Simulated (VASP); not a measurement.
# Cd2O3 (Pn-3m) in VASP: a series of runs, part 2 of 2

VASP 6.6.1.

### Step 4. Single point, PBE

This run uses another cell than the first one, of 14.06 Å³/atom.

The input, INCAR:

```
  ALGO = Normal
  EDIFF = 1E-6
  ENCUT = 520
  GGA = PE
  ISIF = 2
  ISMEAR = -1
  LASPH = True
  LCHARG = True
  LELF = True
  LREAL = False
  LVHAR = True
  LWAVE = False
  NBANDS = 53
  NELM = 100
  PREC = Accurate
  SIGMA = 0.06122561905347299
```

The input, KPOINTS:

```
k-points
0
Gamma
  7 7 7
```

The input, POSCAR:

```
Cd2O3
1.0
    5.2004213333      0.0000000000      0.0000000000
    0.0000000000      5.2004213333      0.0000000000
    0.0000000000      0.0000000000      5.2004213333
Cd O
4 6
Direct
    0.2500000000      0.2500000000      0.2500000000
    0.7500000000      0.7500000000      0.2500000000
    0.7500000000      0.2500000000      0.7500000000
    0.2500000000      0.7500000000      0.7500000000
    0.5000000000      0.0000000000      0.0000000000
    0.0000000000      0.5000000000      0.0000000000
    0.0000000000      0.0000000000      0.5000000000
    0.5000000000      0.5000000000      0.0000000000
    0.5000000000      0.0000000000      0.5000000000
    0.0000000000      0.5000000000      0.5000000000
```

Potentials or basis: VASP PAW PBE potentials, release 64 (Cd, O).

Launch:

```sh
$ cat potpaw_PBE.64/Cd/POTCAR potpaw_PBE.64/O/POTCAR > POTCAR
$ mpirun -np 1 vasp_std > vasp.out
```

OUTCAR:

```text
EDIFF = 1E-6
   ENCUT = 520
   GGA = PE
   ISIF = 2
   ISMEAR = -1
   LASPH = True
   LREAL = False
   NELM = 100
   PREC = Accurate

 ion  position               nearest neighbor table
   1  0.250  0.250  0.250-   5 2.25   6 2.25   7 2.25   8 2.25   9 2.25  10 2.25   2 3.68   3 3.68
                             4 3.68   3 3.68   4 3.68   2 3.68   4 3.68   4 3.68   2 3.68   3 3.68
   2  0.750  0.750  0.250-   5 2.25   6 2.25   7 2.25   8 2.25   9 2.25  10 2.25   1 3.68   3 3.68
                             4 3.68   3 3.68   4 3.68   1 3.68   3 3.68   3 3.68   1 3.68   4 3.68
   3  0.750  0.250  0.750-   5 2.25   6 2.25   7 2.25   8 2.25   9 2.25  10 2.25   1 3.68   2 3.68
                             4 3.68   1 3.68   2 3.68   2 3.68   4 3.68   2 3.68   1 3.68   4 3.68
   4  0.250  0.750  0.750-   5 2.25   6 2.25   7 2.25   8 2.25   9 2.25  10 2.25   1 3.68   2 3.68
                             3 3.68   1 3.68   2 3.68   1 3.68   3 3.68   1 3.68   2 3.68   3 3.68
   5  0.500  0.000  0.000-   1 2.25   2 2.25   3 2.25   4 2.25
   6  0.000  0.500  0.000-   1 2.25   2 2.25   3 2.25   4 2.25
   7  0.000  0.000  0.500-   1 2.25   2 2.25   3 2.25   4 2.25
   8  0.500  0.500  0.000-   1 2.25   2 2.25   3 2.25   4 2.25
   9  0.500  0.000  0.500-   1 2.25   2 2.25   3 2.25   4 2.25
  10  0.000  0.500  0.500-   1 2.25   2 2.25   3 2.25   4 2.25

  LATTYP: Found a simple cubic cell.
 ALAT       =     5.2004213333

  Lattice vectors:

 A1 = (   5.2004213333,   0.0000000000,   0.0000000000)
 A2 = (   0.0000000000,   5.2004213333,   0.0000000000)
 A3 = (   0.0000000000,   0.0000000000,   5.2004213333)

Analysis of symmetry for initial positions (statically):
=====================================================================
 Subroutine PRICEL returns:
 Original cell was already a primitive cell.

 Routine SETGRP: Setting up the symmetry group for a
 simple cubic supercell.

 Subroutine GETGRP returns: Found 48 space group operations
 (whereof 24 operations were pure point group operations)
 out of a pool of 48 trial point group operations.

The static configuration has the point symmetry T_d .
 The point group associated with its full space group is O_h .

Analysis of symmetry for dynamics (positions and initial velocities):
=====================================================================
 Subroutine PRICEL returns:
 Original cell was already a primitive cell.

 Routine SETGRP: Setting up the symmetry group for a
 simple cubic supercell.

 Subroutine GETGRP returns: Found 48 space group operations
 (whereof 24 operations were pure point group operations)
 out of a pool of 48 trial point group operations.

The dynamic configuration has the point symmetry T_d .
 The point group associated with its full space group is O_h .

 Subroutine INISYM returns: Found 48 space group operations
 (whereof 24 operations are pure point group operations),
 and found     1 'primitive' translations

----------------------------------------------------------------------------------------

                                     Primitive cell

  volume of cell :     140.6422

  direct lattice vectors                    reciprocal lattice vectors
[... 79 lines left out ...]
  0.428571  0.428571  0.428571      8.000000
   k-points           NKPTS =     20   k-points in BZ     NKDIM =     20   number of bands    NBANDS=     53
   number of dos      NEDOS =    301   number of ions     NIONS =     10
   total plane-waves  NPLWV =  64000
   dimension x,y,z NGX =    40 NGY =   40 NGZ =   40
   dimension x,y,z NGXF=    80 NGYF=   80 NGZF=   80
   ions per type =               4   6
   NGX,Y,Z   is equivalent  to a cutoff of  12.79, 12.79, 12.79 a.u.
   NGXF,Y,Z  is equivalent  to a cutoff of  25.57, 25.57, 25.57 a.u.
 SYSTEM =  unknown system
   PREC   = accura    normal or accurate (medium, high low for compatibility)
   ISTART =      0    job   : 0-new  1-cont  2-samecut
   ICHARG =      2    charge: 1-file 2-atom 10-const
   ISPIN  =      1    spin polarized calculation?
   LNONCOLLINEAR =      F non collinear calculations
   LSORBIT =      F    spin-orbit coupling
   LASPH  =      T    aspherical Exc in radial PAW
   ENCUT  =  520.0 eV  38.22 Ry    6.18 a.u.   9.67  9.67  9.67*2*pi/ulx,y,z
   NELM   =    100;   NELMIN=  2; NELMDL= -5     # of ELM steps
   EDIFF  = 0.1E-05   stopping-criterion for ELM
   LREAL  =      F    real-space projection
   EDIFFG = 0.1E-04   stopping-criterion for IOM
   NSW    =      0    number of steps for IOM
   IBRION =     -1    ionic relax: 0-MD 1-quasi-New 2-CG
   NFREE  =      0    steps in history (QN), initial steepest desc. (CG)
   ISIF   =      2    stress and relaxation
   ISYM   =      2    0-nonsym 1-usesym 2-fastsym
   POTIM  = 0.5000    time-step for ionic-motion
   TEBEG  =    0.0;   TEEND  =   0.0 temperature during run
   PSTRESS=    0.0 pullay stress
   NELECT =      84.0000    total number of electrons
   NUPDOWN=      -1.0000    fix difference up-down
   EMIN   =  10.00;   EMAX   =-10.00  energy-range for DOS
   EFERMI =   0.00;   METHOD = LEGACY
   ISMEAR =    -1;   SIGMA  =   0.06  broadening in eV -4-tet -1-fermi 0-gaus
   EFERMI_NEDOS =   21; number of points for ismear=-14 and -15
   IALGO  =     38    algorithm
   IMIX   =      4    mixing-type and parameters
     AMIX     =   0.40;   BMIX     =  1.00
     AMIX_MAG =   1.60;   BMIX_MAG =  1.00
  volume/ion in A,a.u.               =      14.06        94.91
  Fermi-wavevector in a.u.,A,eV,Ry     =   1.378678  2.605323 25.861301  1.900752
  Thomas-Fermi vector in A             =   2.503717
   LORBIT       =      0    0 simple, 1 ext, 2 COOP (PROOUT), +10 PAW based schemes
   GGA     = PE    functional components
   LHFCALC =     F    Hartree Fock is set to
   AEXX    =    0.0000 exact exchange contribution
   IVDW    =     0    specifies the selected vdW correction
   LEPSILON=     F    determine dielectric tensor
   LRPA    =     F    only Hartree local field effects (RPA)
 non-spin polarized calculation
  energy-cutoff  :      520.00
  volume of cell :      140.64
 maximum number of plane-waves:      3815
 NGX is ok and might be reduce to    40
   NGX = 19   NGY = 19   NGZ = 19

 number of electron      84.0000045 magnetization

 Free energy of the ion-electron system (eV)
  ---------------------------------------------------
  ext. energy  EPLUGINS =         0.00000000
  ---------------------------------------------------
  free energy    TOTEN  =       -36.48064906 eV

  energy without entropy =      -36.35117740  energy(sigma->0) =      -36.41591323

 E-fermi :   0.7836     XC(G=0): -10.5395

 val. band max:        0.7767257136   @ k =   0.2857   0.1429   0.1429
 cond. band min:       0.7862300667   @ k =   0.2857   0.2857   0.1429
 fundamental gap:      0.0095043531
 Fermi energy:         0.7836404126

 k-point     1 :       0.0000    0.0000    0.0000
  band No.  band energies     occupation
      1     -17.0584      2.00000
      2     -16.2331      2.00000
      3     -16.2331      2.00000
      4     -15.7435      2.00000
      5     -15.7435      2.00000
      6     -15.1299      2.00000
[... 1109 lines left out ...]
     52       8.0621      0.00000
     53      12.7893      0.00000

------------------------ aborting loop because EDIFF is reached ----------------------------------------

  FORCE on cell =-STRESS in cart. coord.  units (eV):
  Direction    XX          YY          ZZ          XY          YZ          ZX
  --------------------------------------------------------------------------------------
  -------------------------------------------------------------------------------------
  Total        5.1350848      5.1350848      5.1350848     -0.0000000      0.0000000      0.0000000
  in kB       58.4982144     58.4982144     58.4982144     -0.0000000      0.0000000      0.0000000
  external PRESSURE =      58.4982144 kB  Pullay stress =       0.0000000 kB

 VOLUME and BASIS-vectors are now :
 -----------------------------------------------------------------------------
  energy-cutoff  :      520.00
  volume of cell :      140.64
      direct lattice vectors                 reciprocal lattice vectors
     5.200421333  0.000000000  0.000000000     0.192292112  0.000000000  0.000000000
     0.000000000  5.200421333  0.000000000     0.000000000  0.192292112  0.000000000
     0.000000000  0.000000000  5.200421333     0.000000000  0.000000000  0.192292112

 POSITION                                       TOTAL-FORCE (eV/Angst)
 -----------------------------------------------------------------------------------
      1.30011      1.30011      1.30011        -0.000000     -0.000000      0.000000
      3.90032      3.90032      1.30011        -0.000000      0.000000      0.000000
      3.90032      1.30011      3.90032         0.000000      0.000000     -0.000000
      1.30011      3.90032      3.90032         0.000000     -0.000000     -0.000000
      2.60021      0.00000      0.00000         0.000000     -0.000000     -0.000000
      0.00000      2.60021      0.00000        -0.000000     -0.000000     -0.000000
      0.00000      0.00000      2.60021         0.000000     -0.000000     -0.000000
      2.60021      2.60021      0.00000        -0.000000     -0.000000     -0.000000
      2.60021      0.00000      2.60021        -0.000000     -0.000000     -0.000000
      0.00000      2.60021      2.60021         0.000000     -0.000000     -0.000000
 -----------------------------------------------------------------------------------
    total drift:                               -0.000000      0.000000     -0.000000

  FREE ENERGIE OF THE ION-ELECTRON SYSTEM (eV)
  ---------------------------------------------------
  free  energy   TOTEN  =       -36.4806490640 eV

  energy  without entropy=      -36.3511774002  energy(sigma->0) =      -36.41591323
```

It took 67 s on 1 thread of Intel Xeon 6975P-C (Granite Rapids), shared host; peak memory 0.29 GiB.

Results:

| Property | Result |
| --- | --- |
| Free energy | -36.4806 eV |
| Pressure | 5.8 GPa |
| Band gap on the k mesh | zero (bands 42 and 43 overlap by 0.76 eV) |

Caveat: the cell stands under pressure; semilocal functionals underestimate gaps, so a narrow gap can read as zero.

### Step 5. Single point, PBE

This run uses another cell than the first one, of 14.36 Å³/atom.

The input, INCAR:

```
SYSTEM = Cd2O3
PREC = Accurate
ENCUT = 520
EDIFF = 1E-6
ISMEAR = -1
SIGMA = 0.06122561905347299
LREAL = .FALSE.
LASPH = .TRUE.
NELM = 100
ALGO = Normal
ISIF = 2
LWAVE = .FALSE.
LCHARG = .FALSE.
GGA = PE
NBANDS = 53
```

The input, KPOINTS:

```
regular mesh
0
G
  7 7 7
  0 0 0
```

POSCAR: that of step 4 with these lines changed.

```diff
@@ -2,5 +2,5 @@
 1.0
-    5.2004213333      0.0000000000      0.0000000000
-    0.0000000000      5.2004213333      0.0000000000
-    0.0000000000      0.0000000000      5.2004213333
+    5.2362874414      0.0000000000      0.0000000000
+    0.0000000000      5.2362874414      0.0000000000
+    0.0000000000      0.0000000000      5.2362874414
 Cd O
```

Launch:

```sh
$ cat potpaw_PBE.64/Cd/POTCAR potpaw_PBE.64/O/POTCAR > POTCAR
$ mpirun -np 1 vasp_std > vasp.out
```

Wall time 64 s (1 thread of Intel Xeon 6975P-C (Granite Rapids), shared host); peak memory 0.29 GiB.

It converged, with:

* Free energy: -36.5673 eV
* Pressure: 3.4 GPa
* Band gap on the k mesh: zero (bands 42 and 43 overlap by 0.75 eV)

Levels at points of the mesh, in eV from the Fermi level:
| k point | band 40 | band 41 | band 42 | band 43 | band 44 | band 45 |
| --- | --- | --- | --- | --- | --- | --- |
| (0.00, 0.00, 0.00) | -0.21 | -0.21 | 0.53 | 0.53 | 0.53 | 1.30 |

Caveat: the cell stands under pressure; semilocal functionals underestimate gaps, so a narrow gap can read as zero.

### Step 6. Single point, PBE

This run uses another cell than the first one, of 14.65 Å³/atom.

The input, INCAR:

```
PREC     = Accurate       # precision mode
ENCUT    = 520            # plane-wave cutoff, eV
EDIFF    = 1E-6           # SCF threshold, eV
ISMEAR   = -1             # smearing method
SIGMA    = 0.06122561905347299 # smearing width, eV
LREAL    = F              # projectors in reciprocal space
LASPH    = T              # aspherical terms in the spheres
NELM     = 80             # most SCF steps
ALGO     = Normal         # electronic algorithm
ISIF     = 2              # what is computed and relaxed
LWAVE    = F              # write WAVECAR
LCHARG   = F              # write CHGCAR
GGA      = PE             # functional
NBANDS   = 53             # bands
```

The input, KPOINTS:

```
regular mesh
0
Gamma
  7 7 7
```

POSCAR: that of step 5 with these lines changed.

```diff
@@ -2,5 +2,5 @@
 1.0
-    5.2362874414      0.0000000000      0.0000000000
-    0.0000000000      5.2362874414      0.0000000000
-    0.0000000000      0.0000000000      5.2362874414
+    5.2716688352      0.0000000000      0.0000000000
+    0.0000000000      5.2716688352      0.0000000000
+    0.0000000000      0.0000000000      5.2716688352
 Cd O
```

Potentials or basis: VASP PAW PBE potentials, release 64 (Cd, O).

Launch:

```sh
$ cat potpaw_PBE.64/Cd/POTCAR potpaw_PBE.64/O/POTCAR > POTCAR
$ mpirun -np 1 vasp_std > vasp.out
```

Wall time 72 s (1 thread of Intel Xeon 6975P-C (Granite Rapids), shared host); peak memory 0.3 GiB.

The run converged. Its results:

| Quantity | Value |
| --- | --- |
| Free energy | -36.6111 eV |
| Pressure | 1.1 GPa |
| Band gap on the k mesh | zero (bands 42 and 43 overlap by 0.75 eV) |

Levels at points of the mesh, in eV from the Fermi level:
```csv
k point,band 40,band 41,band 42,band 43,band 44,band 45
"(0.00, 0.00, 0.00)",-0.20,-0.20,0.51,0.51,0.51,1.25
```

Caveat: semilocal functionals underestimate gaps, so a narrow gap can read as zero.

### Step 7. Single point, PBE

This run uses another cell than the first one, of 15.53 Å³/atom.

The input, INCAR:

```
SYSTEM = Cd2O3
  PREC = Accurate
  ENCUT = 520
  EDIFF = 1E-6
  ISMEAR = -1
  SIGMA = 0.06122561905347299
  LREAL = .FALSE.
  LASPH = .TRUE.
  NELM = 80
  ALGO = Normal
  ISIF = 2
  LWAVE = .FALSE.
  LCHARG = .TRUE.
  GGA = PE
  LELF = .TRUE.
  LVHAR = .TRUE.
  NBANDS = 53
```

The input, KPOINTS:

```
regular mesh
0
G
  11 11 11
  0 0 0
```

POSCAR: that of step 6 with these lines changed.

```diff
@@ -2,5 +2,5 @@
 1.0
-    5.2716688352      0.0000000000      0.0000000000
-    0.0000000000      5.2716688352      0.0000000000
-    0.0000000000      0.0000000000      5.2716688352
+    5.3750611399      0.0000000000      0.0000000000
+    0.0000000000      5.3750611399      0.0000000000
+    0.0000000000      0.0000000000      5.3750611399
 Cd O
```

Launch:

```sh
$ cat potpaw_PBE.64/Cd/POTCAR potpaw_PBE.64/O/POTCAR > POTCAR
$ mpirun -np 1 vasp_std > vasp.out
```

Run time: 8.7 min. Hardware: 1 thread of Intel Xeon Platinum 8375C at 2.90GHz (Ice Lake), shared host; peak memory 0.45 GiB.

The run converged. Its results:

| Quantity | Value |
| --- | --- |
| Free energy | -36.5230 eV |
| Pressure | -4.1 GPa |
| Band gap on the k mesh | zero (bands 42 and 43 overlap by 0.73 eV) |

Levels at points of the mesh, in eV from the Fermi level:
| k point | band 38 | band 39 | band 40 | band 41 | band 42 | band 43 | band 44 | band 45 | band 46 | band 47 |
| --- | --- | --- | --- | --- | --- | --- | --- | --- | --- | --- |
| (0.00, 0.00, 0.00) | -0.26 | -0.14 | -0.14 | -0.14 | 0.48 | 0.48 | 0.48 | 1.12 | 3.34 | 6.54 |

Caveat: the cell stands under tension; semilocal functionals underestimate gaps, so a narrow gap can read as zero.

### Step 8. The runs side by side

| cell | k mesh | gap on the mesh (eV) | pressure (GPa) |
| --- | --- | --- | --- |
| a = 5.164 Å, 10 atoms | 7 × 7 × 7 | none | 8.7 |
| a = 5.200 Å, 10 atoms | 7 × 7 × 7 | none | 5.8 |
| a = 5.236 Å, 10 atoms | 7 × 7 × 7 | none | 3.4 |
| a = 5.272 Å, 10 atoms | 7 × 7 × 7 | none | 1.1 |
| a = 5.375 Å, 10 atoms | 11 × 11 × 11 | none | -4.1 |

Alike in all rows: task single point; level PBE; potentials or basis VASP PAW PBE potentials, release 64 (Cd, O); no spin polarisation; cutoff (eV) 520; smearing fermi-dirac 0.0612256 eV.

Caveats: semilocal functionals underestimate gaps, so a narrow gap can read as zero; the cell stands under pressure (at least some runs); the cell stands under tension (at least some runs).

Absolute energies hang on the potentials; compare differences alone.
